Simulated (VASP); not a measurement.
A run of VASP 6.6.1:

Contents of INCAR:

```
SYSTEM = Hf
ALGO = Fast
EDIFF = 1E-8
ENCUT = 520
IBRION = 8
ISIF = 2
ISMEAR = 0
LASPH = .TRUE.
LCHARG = .FALSE.
LREAL = .FALSE.
LWAVE = .FALSE.
NELM = 100
NSW = 1
PREC = Accurate
SIGMA = 0.1
```

The input KPOINTS:

```
k-points
0
G
  16 16 10
  0 0 0
```

The input POSCAR:

```
Hf
1.0
    3.1189593372      0.0000000000      0.0000000000
   -1.5594796686      2.7010980193      0.0000000000
    0.0000000000      0.0000000000      4.9424847241
Hf
2
Direct
    0.3333333333      0.6666666667      0.2500000000
    0.6666666667      0.3333333333      0.7500000000
```

Potentials or basis: VASP PAW LDA potentials, release 64 (Hf_pv).

The run is started by

```sh
$ cat potpaw_LDA.64/Hf_pv/POTCAR > POTCAR
$ mpirun -np 1 vasp_std > vasp.out
```

Hardware: 1 thread of Intel Xeon 8259CL, on a shared host.

Task: How long does it take, and how much memory?

Result: Wall time 29 min on 1 thread of Intel Xeon 8259CL, on a shared host, peak memory 0.89 GiB. Counts: scf iterations 61, k points 180.
